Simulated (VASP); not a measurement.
# Cu (Fd-3m) in VASP: a series of runs, part 2 of 2

VASP 6.6.1.

### 3 Single point, PBE (volume scaled by 0.7)

Contents of INCAR:

```
PREC = Accurate ; ENCUT = 520
EDIFF = 1E-6 ; ISMEAR = -1
SIGMA = 0.08 ; LREAL = F
LASPH = T ; NELM = 80
ALGO = Normal ; ISIF = 2
LWAVE = F ; LCHARG = T
GGA = PE ; LELF = T
LVHAR = T ; NBANDS = 18
```

Contents of KPOINTS:

```
regular mesh
0
Gamma
  13 13 13
```

Contents of POSCAR:

```
Cu
1.0
    0.0000000000      2.3766905394      2.3766905394
    2.3766905394      0.0000000000      2.3766905394
    2.3766905394      2.3766905394      0.0000000000
Cu
2
Direct
   -0.1250000000     -0.1250000000     -0.1250000000
    0.1250000000      0.1250000000      0.1250000000
```

Potentials or basis: VASP PAW PBE potentials, release 64 (Cu).

Run with:

```sh
$ cat potpaw_PBE.64/Cu/POTCAR > POTCAR
$ mpirun -np 1 vasp_std > vasp.out
```

OUTCAR:

```text
PREC = Accurate
   ENCUT = 520
   EDIFF = 1E-6
   ISMEAR = -1
   LREAL = F
   LASPH = T
   NELM = 80
   ISIF = 2
   GGA = PE

 ion  position               nearest neighbor table
   1  0.875  0.875  0.875-   2 2.06   2 2.06   2 2.06   2 2.06
   2  0.125  0.125  0.125-   1 2.06   1 2.06   1 2.06   1 2.06

  LATTYP: Found a face centered cubic cell.
 ALAT       =     4.7533810788

  Lattice vectors:

 A1 = (   0.0000000000,   2.3766905394,   2.3766905394)
 A2 = (   2.3766905394,   0.0000000000,   2.3766905394)
 A3 = (   2.3766905394,   2.3766905394,   0.0000000000)

Analysis of symmetry for initial positions (statically):
=====================================================================
 Subroutine PRICEL returns:
 Original cell was already a primitive cell.

 Routine SETGRP: Setting up the symmetry group for a
 face centered cubic supercell.

 Subroutine GETGRP returns: Found 48 space group operations
 (whereof 12 operations were pure point group operations)
 out of a pool of 48 trial point group operations.

The static configuration has the point symmetry D_3d.
 The point group associated with its full space group is O_h .

Analysis of symmetry for dynamics (positions and initial velocities):
=====================================================================
 Subroutine PRICEL returns:
 Original cell was already a primitive cell.

 Routine SETGRP: Setting up the symmetry group for a
 face centered cubic supercell.

 Subroutine GETGRP returns: Found 48 space group operations
 (whereof 12 operations were pure point group operations)
 out of a pool of 48 trial point group operations.

The dynamic configuration has the point symmetry D_3d.
 The point group associated with its full space group is O_h .

 Subroutine INISYM returns: Found 48 space group operations
[... 104 lines left out ...]
   ISYM   =      2    0-nonsym 1-usesym 2-fastsym
   POTIM  = 0.5000    time-step for ionic-motion
   TEBEG  =    0.0;   TEEND  =   0.0 temperature during run
   PSTRESS=    0.0 pullay stress
   NELECT =      22.0000    total number of electrons
   NUPDOWN=      -1.0000    fix difference up-down
   EMIN   =  10.00;   EMAX   =-10.00  energy-range for DOS
   EFERMI =   0.00;   METHOD = LEGACY
   ISMEAR =    -1;   SIGMA  =   0.08  broadening in eV -4-tet -1-fermi 0-gaus
   EFERMI_NEDOS =   21; number of points for ismear=-14 and -15
   IALGO  =     38    algorithm
   IMIX   =      4    mixing-type and parameters
     AMIX     =   0.40;   BMIX     =  1.00
     AMIX_MAG =   1.60;   BMIX_MAG =  1.00
  volume/ion in A,a.u.               =      13.43        90.60
  Fermi-wavevector in a.u.,A,eV,Ry     =   1.531909  2.894889 31.929424  2.346746
  Thomas-Fermi vector in A             =   2.639189
   LORBIT       =      0    0 simple, 1 ext, 2 COOP (PROOUT), +10 PAW based schemes
   GGA     = PE    functional components
   LHFCALC =     F    Hartree Fock is set to
   AEXX    =    0.0000 exact exchange contribution
   IVDW    =     0    specifies the selected vdW correction
   LEPSILON=     F    determine dielectric tensor
   LRPA    =     F    only Hartree local field effects (RPA)
 non-spin polarized calculation
  energy-cutoff  :      520.00
  volume of cell :       26.85
 maximum number of plane-waves:       739
 NGX is ok and might be reduce to    28
   NGX = 13   NGY = 13   NGZ = 13

 number of electron      22.0000023 magnetization

 Free energy of the ion-electron system (eV)
  ---------------------------------------------------
  ext. energy  EPLUGINS =         0.00000000
  ---------------------------------------------------
  free energy    TOTEN  =        -4.19677169 eV

  energy without entropy =       -4.18114366  energy(sigma->0) =       -4.18895768

 E-fermi :   6.2376     XC(G=0): -11.7129

 val. band max:        6.2204608692   @ k =   0.4615   0.0000   0.0000
 cond. band min:       6.2576937160   @ k =  -0.3846   0.3846   0.0769
 fundamental gap:      0.0372328468
 Fermi energy:         6.2376363600

 k-point     1 :       0.0000    0.0000    0.0000
  band No.  band energies     occupation
      1      -2.2129      2.00000
      2       1.7831      2.00000
      3       1.7831      2.00000
      4       1.8625      2.00000
      5       1.8625      2.00000
      6       1.8625      2.00000
[... 481 lines left out ...]
      5       2.1683      2.00000
      6       2.3662      2.00000
[... 10 lines left out ...]
     17      22.4382      0.00000
     18      24.0204      0.00000

 [... further k-points ...]
[... 5 lines left out ...]
  --------------------------------------------------------------------------------------
  -------------------------------------------------------------------------------------
  Total        7.8773496      7.8773496      7.8773496      0.0000000      0.0000000     -0.0000000
  in kB      470.0486350    470.0486350    470.0486350      0.0000000      0.0000000     -0.0000000
  external PRESSURE =     470.0486350 kB  Pullay stress =       0.0000000 kB

 VOLUME and BASIS-vectors are now :
 -----------------------------------------------------------------------------
  energy-cutoff  :      520.00
  volume of cell :       26.85
      direct lattice vectors                 reciprocal lattice vectors
     0.000000000  2.376690539  2.376690539    -0.210376568  0.210376568  0.210376568
     2.376690539  0.000000000  2.376690539     0.210376568 -0.210376568  0.210376568
     2.376690539  2.376690539  0.000000000     0.210376568  0.210376568 -0.210376568

 POSITION                                       TOTAL-FORCE (eV/Angst)
 -----------------------------------------------------------------------------------
      4.15921      4.15921      4.15921        -0.000000      0.000000     -0.000000
      0.59417      0.59417      0.59417         0.000000     -0.000000      0.000000
 -----------------------------------------------------------------------------------
    total drift:                                0.000000      0.000000     -0.000000

  FREE ENERGIE OF THE ION-ELECTRON SYSTEM (eV)
  ---------------------------------------------------
  free  energy   TOTEN  =        -4.1967716914 eV

  energy  without entropy=       -4.1811436621  energy(sigma->0) =       -4.18895768
```

It took 39 s on 1 thread of AMD EPYC 7R43 (Zen 3), shared host; peak memory 0.14 GiB.

Results:

```
Free energy            : -4.1968 eV
Pressure               : 47.0 GPa
Band gap on the k mesh : zero (band 11 reaches 6.96 eV, above the bottom of band 12 at 6.03 eV)
```
